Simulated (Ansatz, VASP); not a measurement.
**Tl in VASP and in Ansatz**

The input INCAR:

```
SYSTEM = Tl
  PREC = Accurate
  ENCUT = 520
  EDIFF = 1E-8
  ISMEAR = -1
  SIGMA = 0.05
  LREAL = .FALSE.
  LASPH = .TRUE.
  NELM = 60
  ALGO = Normal
  ISIF = 2
  LWAVE = .FALSE.
  LCHARG = .FALSE.
  GGA = CA
  LEFG = .TRUE.
  NBANDS = 20
```

KPOINTS

```
regular mesh
0
G
  11 11 6
  0 0 0
```

The input POSCAR:

```
Tl
1.0
    3.4559983565     -0.0345599836     -0.0345599836
   -1.7579290020      3.0102623640     -0.0126498319
   -0.0552500000     -0.0552500000      5.5250000000
Tl
2
Direct
    0.3333333333      0.6666666667      0.2500000000
    0.6666666667      0.3333333333      0.7500000000
```

Input for Ansatz:

```yaml
crystal:
  lattice:
    - [3.4559983565, -0.0345599836, -0.0345599836]
    - [-1.757929002, 3.010262364, -0.0126498319]
    - [-0.05525, -0.05525, 5.525]
  atoms:
    - { symbol: Tl, position: [0.3333333333, 0.6666666667, 0.25] }
    - { symbol: Tl, position: [0.6666666667, 0.3333333333, 0.75] }
kpoints:
  mp_grid: { grid: [11, 11, 6] }
scf:
  occupations: { method: fermi_dirac, width: 0.05 }
hamiltonian:
  xc: lda
  pseudopotentials: { kind: all_electron, datasets: crystal }
output:
  forces: true
  stress: true
  eigenvalues: true
  efg: { contact_densities: true }
```

Change from the starting cell: equal xy, yz and zx shear strains of -2 %, crystal datasets.

Alike in both runs: task electric field gradients; functional LDA; k mesh 11 × 11 × 6; occupations fermi-dirac, width 0.05 eV; no spin polarisation.

|  | VASP | Ansatz |
| --- | --- | --- |
| version | VASP 6.6.1 | Ansatz 0.2.0 |
| potentials or method | VASP PAW LDA potentials, release 64 (Tl_d), cutoff 520 eV | all-electron PAW with datasets made for the crystal, scalar-relativistic |

|  | VASP | Ansatz | Ansatz less VASP |
| --- | --- | --- | --- |
| pressure (GPa) | -1.7 | -1.8 | -0.03 |
| traceless stress, the component that is largest in VASP (GPa) | -0.09 | -0.13 | -0.039 |
| rms of the force components (eV/Å) | 0.012 | 0.012 | +0.0001 |
| size of Vzz on the site where it differs most (V/Å²) | 26.0 | 26.0 | +0.02 |

LDA's correlation is that of Perdew and Zunger in VASP and of Perdew and Wang (1992) in Ansatz. Atom by atom the forces differ by 0.000 eV/Å (rms over components). Ansatz ran all-electron here, and VASP with PAW potentials.

Neither program's run includes spin-orbit coupling.
